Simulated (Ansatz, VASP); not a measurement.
# Two plane-wave programs on Zn

File INCAR:

```
ALGO = Fast
EDIFF = 1E-6
EDIFFG = -0.002
ENCUT = 600
GGA = CA
IBRION = 2
ISIF = 3
ISMEAR = 0
LASPH = T
LCHARG = F
LREAL = F
LWAVE = F
NELM = 80
NSW = 100
PREC = Accurate
SIGMA = 0.1
```

File KPOINTS:

```
k-points
0
Gamma
  18 18 10
```

POSCAR

```
Zn
1.0
    2.5974856615      0.0000000000      0.0000000000
   -1.2987428307      2.2494885688      0.0000000000
    0.0000000000      0.0000000000      4.6165747587
Zn
2
Direct
    0.3333333333      0.6666666667      0.2500000000
    0.6666666667      0.3333333333      0.7500000000
```

Input for Ansatz:

```yaml
crystal:
  lattice:
    - [2.5974856615, 0.0, 0.0]
    - [-1.2987428307, 2.2494885688, 0.0]
    - [0.0, 0.0, 4.6165747587]
  atoms:
    - { symbol: Zn, position: [0.3333333333, 0.6666666667, 0.25] }
    - { symbol: Zn, position: [0.6666666667, 0.3333333333, 0.75] }
basis:
  ecutwfc: 420
kpoints:
  mp_grid: { grid: [18, 18, 10] }
hamiltonian:
  xc: lda
  pseudopotentials: { kind: paw }
scf:
  occupations: { method: gaussian, width: 0.1 }
output:
  forces: true
  stress: true
  eigenvalues: true
relax:
  adjacent_minimum: "off"
  f_tol: 0.002
  max_steps: 80
  cell: { stress_tol: 0.02 }
```

Alike in both runs: task relaxation of cell and atoms; functional LDA; k mesh 18 × 18 × 10; occupations gaussian, width 0.1 eV; no spin polarisation.

|  | VASP | Ansatz |
| --- | --- | --- |
| version | VASP 6.6.1 | Ansatz 0.2.0 |
| potentials or method | VASP PAW LDA potentials, release 64 (Zn), cutoff 600 eV | scalar-relativistic, plane waves, PAW |
| valence electrons in the cell | 24 | 24 |

Ansatz gave:

```
gap on the k mesh at the Fermi level, each at its own relaxed structure (eV) : none
relaxed volume (Å³/atom)                                                     : 13.67
relaxed cell length with the largest relative difference (Å)                 : 2.551
```

Problem. What did VASP give for the same quantities?

Solution. gap on the k mesh at the Fermi level, each at its own relaxed structure (eV): none; relaxed volume (Å³/atom): 13.75; relaxed cell length with the largest relative difference (Å): 2.557.

LDA's correlation is that of Perdew and Zunger in VASP and of Perdew and Wang (1992) in Ansatz. A gap of «none» marks a metal or a gap that the smearing closes.
